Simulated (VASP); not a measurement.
Set up this calculation in VASP 6.6.1, as the native input.

| Item | Value |
| --- | --- |
| Task | single point |
| Functional | PBE |
| Potentials or basis | VASP PAW PBE potentials, release 64 (Rh_pv) |
| Cutoff | 520 eV |
| k mesh | 22 × 22 × 22 |
| Occupations | gaussian, width 0.15 eV |
| Spin | no spin polarisation |
| Dipole correction | no |
| Further INCAR settings | ALGO = Fast; EDIFF = 1e-07; NBANDS = 14 |

The structure of Rh lies in POSCAR:

```
Rh
1.0
    0.0000000000      1.9300732500      1.9015500000
    1.9300732500      0.0000000000      1.9015500000
    1.9300732500      1.9300732500      0.0000000000
Rh
1
Direct
    0.0000000000      0.0000000000      0.0000000000
```

This cell differs from its parent crystal: strain +0.015 along x and y, +0.000 along z.

One way to write it, as run:

INCAR

```
SYSTEM = Rh
PREC = Accurate ; ENCUT = 520
EDIFF = 1E-7 ; ISMEAR = 0
SIGMA = 0.15 ; LREAL = .False.
LASPH = .True. ; NELM = 60
ALGO = Fast ; ISIF = 2
LWAVE = .False. ; LCHARG = .False.
GGA = PE ; NBANDS = 14
```

KPOINTS

```
regular mesh
0
Gamma
  22 22 22
  0 0 0
```

Potentials or basis: VASP PAW PBE potentials, release 64 (Rh_pv).

Command:

```console
$ cat potpaw_PBE.64/Rh_pv/POTCAR > POTCAR
$ mpirun -np 1 vasp_std > vasp.out
```

Results of the run:

```yaml
Pressure: -2.1 GPa
```

Caveat: the cell differs from its parent crystal (strain +0.015 along x and y, +0.000 along z).

It took 74 s on 1 thread of Intel(R) Xeon(R) Platinum 8488C (Sapphire Rapids), on a shared host, peak memory 0.25 GiB.
